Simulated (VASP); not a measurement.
# LiBr (rocksalt type) in VASP: further runs

The runs below take LiBr (rocksalt type) through single point, with PBE.

Program: VASP 6.6.1. These are calculated values, not measurements. Logs are shortened: lines on timing, memory, paths and dates and some standing lists are left out, and cuts for length are marked.

## (1) The cell of the first run

The structure is cubic, space group Fm-3m (No. 225). Conventional cell: a = 5.510 Å, b = 5.510 Å, c = 5.510 Å, α = 90.00°, β = 90.00°, γ = 90.00°. Within 3.6 Å of Li (site symmetry m-3m) lie 6 Br at 2.75 Å. Within 3.6 Å of Br (site symmetry m-3m) lie 6 Li at 2.75 Å.

## (2) Single point, PBE

Contents of INCAR:

```
SYSTEM = LiBr
ALGO = Normal
EDIFF = 1E-6
ENCUT = 750
GGA = PE
GGA_COMPAT = .FALSE.
ISIF = 2
ISMEAR = -1
LASPH = .TRUE.
LCHARG = .FALSE.
LREAL = .FALSE.
LWAVE = .FALSE.
NBANDS = 12
NELM = 120
PREC = Accurate
SIGMA = 0.08
```

Contents of KPOINTS:

```
k-points
0
G
  12 12 12
  0 0 0
```

Contents of POSCAR:

```
LiBr
1.0
    0.0000000000      2.7547921725      2.7547921725
    2.7547921725      0.0000000000      2.7547921725
    2.7547921725      2.7547921725      0.0000000000
Li Br
1 1
Direct
    0.0000000000      0.0000000000      0.0000000000
    0.5000000000      0.5000000000      0.5000000000
```

Potentials or basis: VASP PAW PBE potentials, release 64 (Li_sv, Br).

Launch:

```console
> cat potpaw_PBE.64/Li_sv/POTCAR potpaw_PBE.64/Br/POTCAR > POTCAR
> mpirun -np 1 vasp_std > vasp.out
```

OUTCAR:

```text
SYSTEM = LiBr
   EDIFF = 1E-6
   ENCUT = 750
   GGA = PE
   ISIF = 2
   ISMEAR = -1
   LASPH = .TRUE.
   LREAL = .FALSE.
   NELM = 120
   PREC = Accurate

 ion  position               nearest neighbor table
   1  0.000  0.000  0.000-
   2  0.500  0.500  0.500-

  LATTYP: Found a face centered cubic cell.
 ALAT       =     5.5095843450

  Lattice vectors:

 A1 = (   0.0000000000,   2.7547921725,   2.7547921725)
 A2 = (   2.7547921725,   0.0000000000,   2.7547921725)
 A3 = (   2.7547921725,   2.7547921725,   0.0000000000)

Analysis of symmetry for initial positions (statically):
=====================================================================
 Subroutine PRICEL returns:
 Original cell was already a primitive cell.

 Routine SETGRP: Setting up the symmetry group for a
 face centered cubic supercell.

 Subroutine GETGRP returns: Found 48 space group operations
 (whereof 48 operations were pure point group operations)
 out of a pool of 48 trial point group operations.

The static configuration has the point symmetry O_h .

Analysis of symmetry for dynamics (positions and initial velocities):
=====================================================================
 Subroutine PRICEL returns:
 Original cell was already a primitive cell.

 Routine SETGRP: Setting up the symmetry group for a
 face centered cubic supercell.

 Subroutine GETGRP returns: Found 48 space group operations
 (whereof 48 operations were pure point group operations)
 out of a pool of 48 trial point group operations.

The dynamic configuration has the point symmetry O_h .

 Subroutine INISYM returns: Found 48 space group operations
 (whereof 48 operations are pure point group operations),
 and found     1 'primitive' translations

----------------------------------------------------------------------------------------

                                     Primitive cell

  volume of cell :      41.8116

  direct lattice vectors                    reciprocal lattice vectors
     0.000000000  2.754792173  2.754792173    -0.181501895  0.181501895  0.181501895
     2.754792173  0.000000000  2.754792173     0.181501895 -0.181501895  0.181501895
     2.754792173  2.754792173  0.000000000     0.181501895  0.181501895 -0.181501895

  length of vectors
     3.895864452  3.895864452  3.895864452     0.314370504  0.314370504  0.314370504

  position of ions in fractional coordinates (direct lattice)
     0.000000000  0.000000000  0.000000000
     0.500000000  0.500000000  0.500000000

  ion indices of the primitive-cell ions
   primitive index   ion index
                 1           1
                 2           2

----------------------------------------------------------------------------------------

 KPOINTS: k-points

Automatic generation of k-mesh.
 Grid dimensions read from file:
 generate k-points for:   12   12   12

 Generating k-lattice:

  Cartesian coordinates                     Fractional coordinates (reciprocal lattice)
    -0.015125158  0.015125158  0.015125158     0.083333333  0.000000000  0.000000000
     0.015125158 -0.015125158  0.015125158     0.000000000  0.083333333  0.000000000
     0.015125158  0.015125158 -0.015125158     0.000000000  0.000000000  0.083333333

  Length of vectors
     0.026197542  0.026197542  0.026197542

  Shift w.r.t. Gamma in fractional coordinates (k-lattice)
     0.000000000  0.000000000  0.000000000

 Subroutine IBZKPT returns following result:
 ===========================================

 Found     72 irreducible k-points:

 Following reciprocal coordinates:
            Coordinates               Weight
  0.000000  0.000000  0.000000      1.000000
  0.083333  0.000000  0.000000      8.000000
  0.166667  0.000000  0.000000      8.000000
  0.250000  0.000000  0.000000      8.000000
  0.333333  0.000000  0.000000      8.000000
  0.416667  0.000000  0.000000      8.000000
[... 16 lines left out ...]
  0.500000  0.166667  0.000000     24.000000
 -0.416667  0.166667  0.000000     24.000000
 [... further k-points ...]
   k-points           NKPTS =     72   k-points in BZ     NKDIM =     72   number of bands    NBANDS=     12
   number of dos      NEDOS =    301   number of ions     NIONS =      2
   total plane-waves  NPLWV =  46656
   dimension x,y,z NGX =    36 NGY =   36 NGZ =   36
   dimension x,y,z NGXF=    72 NGYF=   72 NGZF=   72
   ions per type =               1   1
   NGX,Y,Z   is equivalent  to a cutoff of  15.36, 15.36, 15.36 a.u.
   NGXF,Y,Z  is equivalent  to a cutoff of  30.72, 30.72, 30.72 a.u.
 SYSTEM =  LiBr
   PREC   = accura    normal or accurate (medium, high low for compatibility)
   ISTART =      0    job   : 0-new  1-cont  2-samecut
   ICHARG =      2    charge: 1-file 2-atom 10-const
   ISPIN  =      1    spin polarized calculation?
   LNONCOLLINEAR =      F non collinear calculations
   LSORBIT =      F    spin-orbit coupling
   LASPH  =      T    aspherical Exc in radial PAW
   ENCUT  =  750.0 eV  55.12 Ry    7.42 a.u.   8.70  8.70  8.70*2*pi/ulx,y,z
   NELM   =    120;   NELMIN=  2; NELMDL= -5     # of ELM steps
   EDIFF  = 0.1E-05   stopping-criterion for ELM
   LREAL  =      F    real-space projection
   EDIFFG = 0.1E-04   stopping-criterion for IOM
   NSW    =      0    number of steps for IOM
   IBRION =     -1    ionic relax: 0-MD 1-quasi-New 2-CG
   NFREE  =      0    steps in history (QN), initial steepest desc. (CG)
   ISIF   =      2    stress and relaxation
   ISYM   =      2    0-nonsym 1-usesym 2-fastsym
   POTIM  = 0.5000    time-step for ionic-motion
   TEBEG  =    0.0;   TEEND  =   0.0 temperature during run
   PSTRESS=    0.0 pullay stress
   NELECT =      10.0000    total number of electrons
   NUPDOWN=      -1.0000    fix difference up-down
   EMIN   =  10.00;   EMAX   =-10.00  energy-range for DOS
   EFERMI =   0.00;   METHOD = LEGACY
   ISMEAR =    -1;   SIGMA  =   0.08  broadening in eV -4-tet -1-fermi 0-gaus
   EFERMI_NEDOS =   21; number of points for ismear=-14 and -15
   IALGO  =     38    algorithm
   IMIX   =      4    mixing-type and parameters
     AMIX     =   0.40;   BMIX     =  1.00
     AMIX_MAG =   1.60;   BMIX_MAG =  1.00
  volume/ion in A,a.u.               =      20.91       141.08
  Fermi-wavevector in a.u.,A,eV,Ry     =   1.016193  1.920325 14.050019  1.032647
  Thomas-Fermi vector in A             =   2.149522
   LORBIT       =      0    0 simple, 1 ext, 2 COOP (PROOUT), +10 PAW based schemes
   GGA     = PE    functional components
   LHFCALC =     F    Hartree Fock is set to
   AEXX    =    0.0000 exact exchange contribution
   IVDW    =     0    specifies the selected vdW correction
   LEPSILON=     F    determine dielectric tensor
   LRPA    =     F    only Hartree local field effects (RPA)
 non-spin polarized calculation
  energy-cutoff  :      750.00
  volume of cell :       41.81
 maximum number of plane-waves:      1964
   NGX = 17   NGY = 17   NGZ = 17

 number of electron      10.0000001 magnetization

 Free energy of the ion-electron system (eV)
  ---------------------------------------------------
  ext. energy  EPLUGINS =         0.00000000
  ---------------------------------------------------
  free energy    TOTEN  =        -6.64151795 eV

  energy without entropy =       -6.64151795  energy(sigma->0) =       -6.64151795

 E-fermi :   2.0997     XC(G=0):  -8.4067

 val. band max:        0.2846135042   @ k =  -0.0833   0.0833   0.0000
 cond. band min:       5.2016035061   @ k =   0.0000   0.0000   0.0000
 fundamental gap:      4.9169900019
 Fermi energy:         2.0997386449

 k-point     1 :       0.0000    0.0000    0.0000
  band No.  band energies     occupation
      1     -44.1252      2.00000
      2     -13.1375      2.00000
      3       0.2792      2.00000
      4       0.2792      2.00000
      5       0.2792      2.00000
      6       5.2016      0.00000
      7      10.7763      0.00000
      8      10.7763      0.00000
      9      10.7763      0.00000
     10      12.4997      0.00000
     11      12.4997      0.00000
     12      12.4997      0.00000

 k-point     2 :       0.0833    0.0000    0.0000
  band No.  band energies     occupation
      1     -44.1251      2.00000
      2     -13.1090      2.00000
      3      -0.0014      2.00000
      4       0.2599      2.00000
      5       0.2599      2.00000
      6       5.4669      0.00000
      7      10.3334      0.00000
      8      10.7760      0.00000
      9      10.7760      0.00000
     10      11.8130      0.00000
     11      11.8130      0.00000
     12      12.7313      0.00000

 k-point     3 :       0.1667    0.0000    0.0000
  band No.  band energies     occupation
      1     -44.1249      2.00000
      2     -13.0296      2.00000
      3      -0.6519      2.00000
      4       0.2087      2.00000
      5       0.2087      2.00000
      6       5.9800      0.00000
      7       9.8421      0.00000
      8      10.2328      0.00000
      9      10.2328      0.00000
     10      11.8475      0.00000
     11      11.8475      0.00000
     12      12.9924      0.00000
[... 286 lines left out ...]
 k-point    23 :       0.5000    0.1667    0.0000
  band No.  band energies     occupation
      1     -44.1241      2.00000
      2     -12.6274      2.00000
      3      -2.3668      2.00000
      4      -0.6406      2.00000
      5      -0.2301      2.00000
      6       6.8555      0.00000
      7       8.2429      0.00000
      8       9.2037      0.00000
      9      10.9824      0.00000
     10      13.3823      0.00000
     11      16.0970      0.00000
     12      16.1946      0.00000

 k-point    24 :      -0.4167    0.1667    0.0000
  band No.  band energies     occupation
      1     -44.1241      2.00000
      2     -12.6190      2.00000
      3      -2.3865      2.00000
      4      -0.7612      2.00000
      5      -0.1320      2.00000
      6       6.8049      0.00000
      7       8.4226      0.00000
      8       8.9224      0.00000
      9      11.2998      0.00000
     10      14.1379      0.00000
     11      14.9003      0.00000
     12      15.1823      0.00000

 [... further k-points ...]

------------------------ aborting loop because EDIFF is reached ----------------------------------------

  FORCE on cell =-STRESS in cart. coord.  units (eV):
  Direction    XX          YY          ZZ          XY          YZ          ZX
  --------------------------------------------------------------------------------------
  -------------------------------------------------------------------------------------
  Total       -0.0074634     -0.0074634     -0.0074634      0.0000000      0.0000000      0.0000000
  in kB       -0.2859887     -0.2859887     -0.2859887      0.0000000      0.0000000      0.0000000
  external PRESSURE =      -0.2859887 kB  Pullay stress =       0.0000000 kB

 VOLUME and BASIS-vectors are now :
 -----------------------------------------------------------------------------
  energy-cutoff  :      750.00
  volume of cell :       41.81
      direct lattice vectors                 reciprocal lattice vectors
     0.000000000  2.754792173  2.754792173    -0.181501895  0.181501895  0.181501895
     2.754792173  0.000000000  2.754792173     0.181501895 -0.181501895  0.181501895
     2.754792173  2.754792173  0.000000000     0.181501895  0.181501895 -0.181501895

 POSITION                                       TOTAL-FORCE (eV/Angst)
 -----------------------------------------------------------------------------------
      0.00000      0.00000      0.00000        -0.000000     -0.000000      0.000000
      2.75479      2.75479      2.75479         0.000000      0.000000     -0.000000
 -----------------------------------------------------------------------------------
    total drift:                                0.000000      0.000000      0.000000

  FREE ENERGIE OF THE ION-ELECTRON SYSTEM (eV)
  ---------------------------------------------------
  free  energy   TOTEN  =        -6.6415179524 eV

  energy  without entropy=       -6.6415179524  energy(sigma->0) =       -6.64151795
```

It took 83 s on 1 thread of Intel Xeon 8259CL, shared host; peak memory 0.24 GiB.

Results:

```yaml
Free_energy: -6.6415 eV
Pressure: 0.0 GPa
Band_gap_on_the_k_mesh: 4.92 eV, indirect (least direct gap 4.92 eV)
```

## (3) Single point, PBE (atom 2 (Br) moved by [0.03, 0.0, 0.0] A)

Contents of INCAR:

```
PREC = Accurate
ENCUT = 750
EDIFF = 1E-6
ISMEAR = -1
SIGMA = 0.08
LREAL = F
LASPH = T
NELM = 120
ALGO = Normal
ISIF = 2
LWAVE = F
LCHARG = F
GGA = PE
NBANDS = 12
GGA_COMPAT = F
```

Contents of KPOINTS:

```
Automatic mesh
0
Gamma
  12 12 12
```

POSCAR: that of step 2 with these lines changed.

```diff
@@ -9,2 +9,2 @@
     0.0000000000      0.0000000000      0.0000000000
-    0.5000000000      0.5000000000      0.5000000000
+    0.4945549431      0.5054450569      0.5054450569
```

Potentials or basis: VASP PAW PBE potentials, release 64 (Li_sv, Br).

Launch:

```console
> cat potpaw_PBE.64/Li_sv/POTCAR potpaw_PBE.64/Br/POTCAR > POTCAR
> mpirun -np 1 vasp_std > vasp.out
```

Wall time 2.9 min (1 thread of Intel Xeon 8259CL, shared host); peak memory 0.3 GiB.

It converged, with:

* Free energy: -6.6413 eV
* Pressure: 0.0 GPa
* Largest force: 0.014 eV/Å
* Band gap on the k mesh: 4.92 eV, indirect (least direct gap 4.92 eV)

Forces on the atoms (eV/Å):
```
Li   0.014  0.000  0.000
Br  -0.014  0.000  0.000
```

Levels at points of the mesh, in eV from the valence-band top:
| k point | band 2 | band 3 | band 4 | band 5 | band 6 | band 7 | band 8 | band 9 |
| --- | --- | --- | --- | --- | --- | --- | --- | --- |
| (0.00, 0.00, 0.00) | -13.42 | -0.01 | -0.01 | -0.01 | 4.92 | 10.49 | 10.49 | 10.49 |
| (0.50, 0.00, 0.00) | -12.96 | -2.86 | -0.27 | -0.27 | 5.62 | 8.10 | 8.10 | 11.70 |
| (0.50, 0.50, 0.00) | -12.77 | -2.86 | -1.13 | -1.13 | 6.23 | 7.11 | 11.58 | 12.40 |
| (0.00, 0.50, 0.50) | -12.77 | -2.86 | -1.13 | -1.13 | 6.23 | 7.12 | 11.58 | 12.40 |

Caveat: the cell differs from its parent crystal (atom 2 (Br) moved by [0.03, 0.0, 0.0] A). A k mesh can miss the band edges.
